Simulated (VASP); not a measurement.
A run of VASP 6.6.1 is set up as follows.

The input INCAR:

```
SYSTEM = Si2Ni
  PREC = Accurate
  ENCUT = 520
  EDIFF = 1E-6
  ISMEAR = 0
  SIGMA = 0.15
  LREAL = .False.
  LASPH = .True.
  NELM = 150
  ALGO = Normal
  ISIF = 2
  LWAVE = .False.
  LCHARG = .False.
  ISPIN = 2
  MAGMOM = 0 0 0.25
  LORBIT = 11
  NUPDOWN = 0.25
  LMAXMIX = 4
  NBANDS = 20
```

The input KPOINTS:

```
regular mesh
0
Gamma
  14 14 14
  0 0 0
```

Contents of POSCAR:

```
Si2Ni
1.0
    0.0000000000      2.5042594055      2.5042594055
    2.5042594055      0.0000000000      2.5042594055
    2.5042594055      2.5042594055      0.0000000000
Si Ni
2 1
Direct
    0.2500000000      0.2500000000      0.2500000000
    0.7500000000      0.7500000000      0.7500000000
    0.0000000000      0.0000000000      0.0000000000
```

Potentials or basis: VASP PAW LDA potentials, release 64 (Si, Ni).

The run is started by

```sh
$ cat potpaw_LDA.64/Si/POTCAR potpaw_LDA.64/Ni/POTCAR > POTCAR
$ mpirun -np 1 vasp_std > vasp.out
```

(1) What does it give for the pressure?

Results:

(1) 53.4 GPa.

Caveat: the total moment is fixed, so each spin has its own Fermi level.
